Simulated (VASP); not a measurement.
CsSnI3, 5 atoms in the cell. The structure is cubic, space group Pm-3m (No. 221). The conventional cell has a = 5.679 Å, b = 5.679 Å, c = 5.679 Å, α = 90.00°, β = 90.00°, γ = 90.00°. Within 5.3 Å of Cs (site symmetry m-3m) lie 12 I at 4.02 Å and 8 Sn at 4.92 Å. Within 3.7 Å of Sn (site symmetry m-3m) lie 6 I at 2.84 Å. Within 3.7 Å of I (site symmetry 4/mmm) lie 2 Sn at 2.84 Å. 

```yaml
Program: VASP 6.6.1
Task: relaxation of cell and atoms
Functional: PBEsol
Potentials_or_basis: VASP PAW PBE potentials, release 64 (Cs_sv, Sn_d, I)
Cutoff: 600 eV
k_mesh: 6 × 6 × 6
Occupations: gaussian, width 0.1 eV
Spin: no spin polarisation
Target_pressure: 12 GPa
Dipole_correction: no
Further_INCAR_settings: ALGO = Normal; EDIFF = 1e-06; IBRION = 2; EDIFFG = -0.008; NSW = 70; ISIF = 3
```

Potentials or basis: VASP PAW PBE potentials, release 64 (Cs_sv, Sn_d, I).

The run is started by

```sh
$ cat potpaw_PBE.64/Cs_sv/POTCAR potpaw_PBE.64/Sn_d/POTCAR potpaw_PBE.64/I/POTCAR > POTCAR
$ mpirun -np 1 vasp_std > vasp.out
```

Hardware: 1 thread of Intel(R) Xeon(R) 6975P-C (Granite Rapids), on a shared host.

Q: Estimate the wall time of this run.

A: It took 3.7 min on 1 thread of Intel(R) Xeon(R) 6975P-C (Granite Rapids), with other jobs on the host, peak memory 0.43 GiB. Counts: scf iterations 46, k points 20, ion steps 6.
